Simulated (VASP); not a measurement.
# Sc (P6_3/mmc) in VASP: further runs

The runs below take Sc through relaxation of cell and atoms, single point, with PBE+D4, LDA.

All numbers are computed with VASP 6.6.1; they aren't measurements. Logs are shortened: lines on timing, memory, paths and dates and some standing lists are left out, and cuts for length are marked.

**1. The cell of the first run**

The structure is hexagonal, space group P6_3/mmc (No. 194). Conventional cell: a = 3.309 Å, b = 3.309 Å, c = 5.273 Å, α = 90.00°, β = 90.00°, γ = 120.00°. Within 4.3 Å of Sc (site symmetry -6m2) lie 12 Sc at 3.26 to 3.31 Å.

**2. Relaxation of cell and atoms, PBE+D4**

INCAR

```
  ALGO = Normal
  EDIFF = 1E-6
  EDIFFG = -0.01
  ENCUT = 600
  GGA = PE
  IBRION = 2
  ISIF = 3
  ISMEAR = -1
  IVDW = 13
  LASPH = True
  LCHARG = False
  LREAL = False
  LWAVE = False
  NELM = 60
  NSW = 60
  PREC = Accurate
  SIGMA = 0.05
```

KPOINTS

```
k-points
0
Gamma
  9 9 5
```

POSCAR

```
Sc
1.0
    3.3090000000      0.0000000000      0.0000000000
   -1.6545000000      2.8656780611      0.0000000000
    0.0000000000      0.0000000000      5.2733000000
Sc
2
Direct
    0.6666666667      0.3333333333      0.7500000000
    0.3333333333      0.6666666667      0.2500000000
```

Potentials or basis: VASP PAW PBE potentials, release 64 (Sc_sv).

The run is started by

```sh
> cat potpaw_PBE.64/Sc_sv/POTCAR > POTCAR
> mpirun -np 1 vasp_std > vasp.out
```

OUTCAR:

```text
EDIFF = 1E-6
   EDIFFG = -0.01
   ENCUT = 600
   GGA = PE
   IBRION = 2
   ISIF = 3
   ISMEAR = -1
   IVDW = 13
   LASPH = True
   LREAL = False
   NELM = 60
   NSW = 60
   PREC = Accurate

 ion  position               nearest neighbor table
   1  0.667  0.333  0.750-   2 3.26   2 3.26   2 3.26   2 3.26   2 3.26   2 3.26
   2  0.333  0.667  0.250-   1 3.26   1 3.26   1 3.26   1 3.26   1 3.26   1 3.26

  LATTYP: Found a hexagonal cell.
 ALAT       =     3.3090000000
 C/A-ratio  =     1.5936234512

  Lattice vectors:

 A1 = (   3.3090000000,   0.0000000000,   0.0000000000)
 A2 = (  -1.6545000000,   2.8656780611,   0.0000000000)
 A3 = (   0.0000000000,   0.0000000000,   5.2733000000)

Analysis of symmetry for initial positions (statically):
=====================================================================
 Subroutine PRICEL returns:
 Original cell was already a primitive cell.

 Routine SETGRP: Setting up the symmetry group for a
 hexagonal supercell.

 Subroutine GETGRP returns: Found 24 space group operations
 (whereof 12 operations were pure point group operations)
 out of a pool of 24 trial point group operations.

The static configuration has the point symmetry D_3d.
 The point group associated with its full space group is D_6h.

Analysis of symmetry for dynamics (positions and initial velocities):
=====================================================================
 Subroutine PRICEL returns:
 Original cell was already a primitive cell.

 Routine SETGRP: Setting up the symmetry group for a
 hexagonal supercell.

 Subroutine GETGRP returns: Found 24 space group operations
 (whereof 12 operations were pure point group operations)
 out of a pool of 24 trial point group operations.

The dynamic configuration has the point symmetry D_3d.
 The point group associated with its full space group is D_6h.

 Subroutine INISYM returns: Found 24 space group operations
 (whereof 12 operations are pure point group operations),
 and found     1 'primitive' translations

----------------------------------------------------------------------------------------

                                     Primitive cell

  volume of cell :      50.0042

  direct lattice vectors                    reciprocal lattice vectors
     3.309000000  0.000000000  0.000000000     0.302206105  0.174478776  0.000000000
    -1.654500000  2.865678061  0.000000000     0.000000000  0.348957552  0.000000000
     0.000000000  0.000000000  5.273300000     0.000000000  0.000000000  0.189634574

  length of vectors
     3.309000000  3.309000000  5.273300000     0.348957552  0.348957552  0.189634574

  position of ions in fractional coordinates (direct lattice)
     0.666666667  0.333333333  0.750000000
     0.333333333  0.666666667  0.250000000

  ion indices of the primitive-cell ions
   primitive index   ion index
[... 81 lines left out ...]
   ISYM   =      2    0-nonsym 1-usesym 2-fastsym
   POTIM  = 0.5000    time-step for ionic-motion
   TEBEG  =    0.0;   TEEND  =   0.0 temperature during run
   PSTRESS=    0.0 pullay stress
   NELECT =      22.0000    total number of electrons
   NUPDOWN=      -1.0000    fix difference up-down
   EMIN   =  10.00;   EMAX   =-10.00  energy-range for DOS
   EFERMI =   0.00;   METHOD = LEGACY
   ISMEAR =    -1;   SIGMA  =   0.05  broadening in eV -4-tet -1-fermi 0-gaus
   EFERMI_NEDOS =   21; number of points for ismear=-14 and -15
   IALGO  =     38    algorithm
   IMIX   =      4    mixing-type and parameters
     AMIX     =   0.40;   BMIX     =  1.00
     AMIX_MAG =   1.60;   BMIX_MAG =  1.00
  volume/ion in A,a.u.               =      25.00       168.72
  Fermi-wavevector in a.u.,A,eV,Ry     =   1.245127  2.352948 21.093660  1.550340
  Thomas-Fermi vector in A             =   2.379363
   LORBIT       =      0    0 simple, 1 ext, 2 COOP (PROOUT), +10 PAW based schemes
   GGA     = PE    functional components
   LHFCALC =     F    Hartree Fock is set to
   AEXX    =    0.0000 exact exchange contribution
   IVDW    =    13    specifies the selected vdW correction
   LEPSILON=     F    determine dielectric tensor
   LRPA    =     F    only Hartree local field effects (RPA)
 conjugate gradient relaxation of ions
 non-spin polarized calculation
  energy-cutoff  :      600.00
  volume of cell :       50.00
 maximum number of plane-waves:      1713
 NGX is ok and might be reduce to    28
   NGX = 13   NGY = 13   NGZ = 21

--------------------------------------- Ionic step        1  -------------------------------------------

 number of electron      22.0000001 magnetization

 Free energy of the ion-electron system (eV)
  ---------------------------------------------------
  ext. energy  EPLUGINS =         0.00000000
  ---------------------------------------------------
  free energy    TOTEN  =       -12.51053559 eV

  energy without entropy =      -12.47447620  energy(sigma->0) =      -12.49250590

------------------------ aborting loop because EDIFF is reached ----------------------------------------

  DFT-D4 for vdW energy calculation

  Edisp (eV):   -0.52545
[... 71 lines left out ...]
--------------------------------------- Ionic step        3  -------------------------------------------

 number of electron      21.9999999 magnetization

 E-fermi :   3.8670     XC(G=0): -10.0030

 val. band max:        3.8458959248   @ k =   0.3333   0.1111   0.4000
 cond. band min:       3.8675597698   @ k =   0.4444   0.1111   0.4000
 fundamental gap:      0.0216638450
 Fermi energy:         3.8669576545

 k-point     1 :       0.0000    0.0000    0.0000
  band No.  band energies     occupation
      1     -45.4755      2.00000
      2     -45.3982      2.00000
      3     -24.3260      2.00000
      4     -23.9467      2.00000
      5     -23.9467      2.00000
      6     -23.8780      2.00000
      7     -23.8780      2.00000
      8     -23.8555      2.00000
      9      -1.3239      2.00000
     10       2.1674      2.00000
     11       4.4515      0.00002
     12       5.5053      0.00000
     13       5.5053      0.00000
     14       5.6935      0.00000
[... 494 lines left out ...]
--------------------------------------- Ionic step        5  -------------------------------------------

 number of electron      21.9999997 magnetization

 Free energy of the ion-electron system (eV)
  ---------------------------------------------------
  ext. energy  EPLUGINS =         0.00000000
  ---------------------------------------------------
  free energy    TOTEN  =       -12.50684906 eV

  energy without entropy =      -12.47235603  energy(sigma->0) =      -12.48960255

 E-fermi :   3.8543     XC(G=0):  -9.9938

 val. band max:        3.8345978207   @ k =   0.3333   0.1111   0.4000
 cond. band min:       3.8562778668   @ k =   0.4444   0.1111   0.4000
 fundamental gap:      0.0216800462
 Fermi energy:         3.8542666488

 k-point     1 :       0.0000    0.0000    0.0000
  band No.  band energies     occupation
      1     -45.4946      2.00000
      2     -45.4142      2.00000
      3     -24.3509      2.00000
      4     -23.9727      2.00000
      5     -23.9727      2.00000
      6     -23.8997      2.00000
      7     -23.8997      2.00000
      8     -23.8713      2.00000
      9      -1.3320      2.00000
     10       2.1773      2.00000
     11       4.5295      0.00000
     12       5.4757      0.00000
     13       5.4757      0.00000
     14       5.7473      0.00000
[... 448 lines left out ...]
  FREE ENERGIE OF THE ION-ELECTRON SYSTEM (eV)
  ---------------------------------------------------
  free  energy   TOTEN  =       -13.0547756983 eV

  energy  without entropy=      -13.0202826701  energy(sigma->0) =      -13.03752918

 reached required accuracy - stopping structural energy minimisation
```

OSZICAR:

```text
N       E                     dE             d eps       ncg     rms          rms(c)
DAV:   1     0.416129304146E+03    0.41613E+03   -0.11756E+04  1080   0.173E+03
DAV:   2     0.143392612437E+02   -0.40179E+03   -0.39597E+03  1501   0.656E+02
DAV:   3    -0.133847544149E+02   -0.27724E+02   -0.27141E+02  1813   0.199E+02
DAV:   4    -0.139210128538E+02   -0.53626E+00   -0.53182E+00  1635   0.263E+01
[... 37 lines left out ...]
DAV:   2    -0.125077345186E+02    0.47969E-03   -0.17240E-02  1634   0.227E+00    0.201E-01
DAV:   3    -0.125068602786E+02    0.87424E-03   -0.27557E-03  1947   0.756E-01    0.317E-02
DAV:   4    -0.125068496350E+02    0.10644E-04   -0.14498E-04  1592   0.181E-01    0.179E-02
DAV:   5    -0.125068482700E+02    0.13651E-05   -0.67894E-06  1345   0.438E-02    0.641E-03
DAV:   6    -0.125068490621E+02   -0.79218E-06   -0.63500E-07   596   0.152E-02
   5 F= -.13054776E+02 E0= -.13037529E+02  d E =-.127101E-02
```

CONTCAR:

```text
Sc
   1.00000000000000
     3.2871505703712822    0.0000000000000000    0.0000000000000000
    -1.6435752851856411    2.8467558999837883   -0.0000000000000000
     0.0000000000000000    0.0000000000000000    5.1179661174395745
  Sc
     2
Direct
     0.6666666667000030    0.3333333332999970    0.7500000000000000
     0.3333333332999970    0.6666666667000030    0.2500000000000000

  0.00000000E+00  0.00000000E+00  0.00000000E+00
  0.00000000E+00  0.00000000E+00  0.00000000E+00
```

Wall time 98 s (1 thread of AMD EPYC 7R43 (Zen 3), shared host); peak memory 0.16 GiB.

Results:

* Free energy: -13.0548 eV
* Relaxed volume: 23.95 Å³/atom
* Relaxed cell: a = 3.287 Å, b = 3.287 Å, c = 5.118 Å, α = 90.00°, β = 90.00°, γ = 120.00°
* Space group after relaxing (to 0.05 Å): P6_3/mmc (No. 194)
* Energy gained by relaxing: 9.4 meV/atom
* Ionic steps: 5
* Pressure after relaxing: 0.0 GPa
* Band gap on the k mesh: zero (band 11 reaches 4.62 eV, above the bottom of band 12 at 3.32 eV)
* Dispersion energy per atom: -0.274 eV

The path:
```
step  energy change (eV)  largest force (eV/Å)  pressure (GPa)  volume (Å³)
   1              0.0000                0.0000           -2.24        50.00
   2             -0.0172                0.0000            0.48        47.51
   3             -0.0175                0.0000            0.14        47.79
   4             -0.0185                0.0000            0.06        47.85
   5             -0.0188                0.0000            0.00        47.89
```

Final structure:
```yaml
crystal:
  lattice:
    - [3.28715, 0.00000, 0.00000]
    - [-1.64358, 2.84676, 0.00000]
    - [0.00000, 0.00000, 5.11797]
  atoms:
    - { symbol: Sc, position: [0.66667, 0.33333, 0.75000] }
    - { symbol: Sc, position: [0.33333, 0.66667, 0.25000] }
```

Levels at points of the mesh, in eV from the Fermi level:
| k point | band 9 | band 10 | band 11 | band 12 | band 13 | band 14 |
| --- | --- | --- | --- | --- | --- | --- |
| (0.00, 0.00, 0.00) | -5.19 | -1.68 | 0.68 | 1.62 | 1.62 | 1.89 |

Caveat: pairwise dispersion overbinds metals, which lowers pressure and volume.

(Continued in part 2 of 2.)
